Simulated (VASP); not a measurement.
Input of a VASP 6.6.1 run:

Contents of INCAR:

```
SYSTEM = W8C8Br
PREC     = Accurate       ! precision mode
ENCUT    = 520            ! plane-wave cutoff, eV
EDIFF    = 1E-7           ! SCF threshold, eV
ISMEAR   = 0              ! smearing method
SIGMA    = 0.1            ! smearing width, eV
LREAL    = Auto         
LASPH    = .True.         ! aspherical terms in the spheres
NELM     = 60             ! most SCF steps
ALGO     = Normal         ! electronic algorithm
ISIF     = 2              ! what is computed and relaxed
LWAVE    = .False.        ! write WAVECAR
LCHARG   = .True.         ! write CHGCAR
GGA      = PS             ! functional
LELF     = .True.         ! ELF
LVHAR    = .True.       
NBANDS   = 90             ! bands
```

KPOINTS

```
regular mesh
0
Gamma
  3 3 1
  0 0 0
```

Contents of POSCAR:

```
W8C8Br
1.0
    5.7986000000      0.0000000000      0.0000000000
   -2.8993000000      5.0217350000      0.0000000000
    0.0000000000      0.0000000000     16.2471000000
W C Br
8 8 1
Direct
    0.0000000000      0.0000000000      0.0615494457
    0.0026636483      0.0022627638      0.2357471179
   -0.0000000498      0.4999999004      0.0615494457
   -0.0017481422      0.4964909538      0.2307942340
    0.5000000000      0.0000000000      0.0615494457
    0.4996194676      0.0022872573      0.2357484720
    0.4999999502      0.4999999004      0.0615494457
    0.5012274500      0.5023897119      0.2394003238
    0.3354427222      0.1709078635      0.1431653033
    0.3339646305      0.1678523459      0.3059823599
    0.3351614487      0.6664740374      0.1428518320
    0.3173796095      0.6725683454      0.3102828197
    0.8313325422      0.1626688784      0.1398416333
    0.8375931344      0.1751193562      0.3014257929
    0.8313116659      0.6664718469      0.1428523860
    0.8552648907      0.6725930381      0.3102922983
    0.0837656479      0.6674788694      0.4130010894
```

Potentials or basis: VASP PAW PBE potentials, release 64 (W_sv, C, Br).

Command:

```sh
$ cat potpaw_PBE.64/W_sv/POTCAR potpaw_PBE.64/C/POTCAR potpaw_PBE.64/Br/POTCAR > POTCAR
$ mpirun -np 1 vasp_std > vasp.out
```

Task: What does it give for the largest force?

Result: 0.480 eV/Å.

Task: Estimate the band gap on the k mesh.

Result: Zero (an odd number of electrons rules out a gap without spin polarisation).

Forces on the atoms (eV/Å):
```
W    0.148 -0.120 -0.097
W    0.003 -0.015 -0.031
W    0.000  0.070 -0.474
W    0.002  0.012 -0.036
W   -0.149 -0.120 -0.097
W    0.001 -0.019 -0.032
W    0.000  0.159  0.399
W   -0.003  0.032 -0.014
C    0.001  0.010 -0.003
C   -0.002 -0.010  0.093
C    0.013 -0.001  0.000
C    0.003  0.000  0.076
C    0.000 -0.005 -0.002
C   -0.002  0.005  0.105
C   -0.013 -0.001  0.000
C   -0.004 -0.001  0.076
Br   0.000  0.004  0.036
```

Caveat: the k points lie up to 0.42 Å⁻¹ apart, too coarse for converged energies and pressures of a metal; the PAW data sets were made with another functional, which shifts forces and pressure a little; spin-orbit coupling is left out, which moves the levels of the heavy elements; an odd number of electrons without spin polarisation forces a metal; a magnetic or distorted state may lie lower.
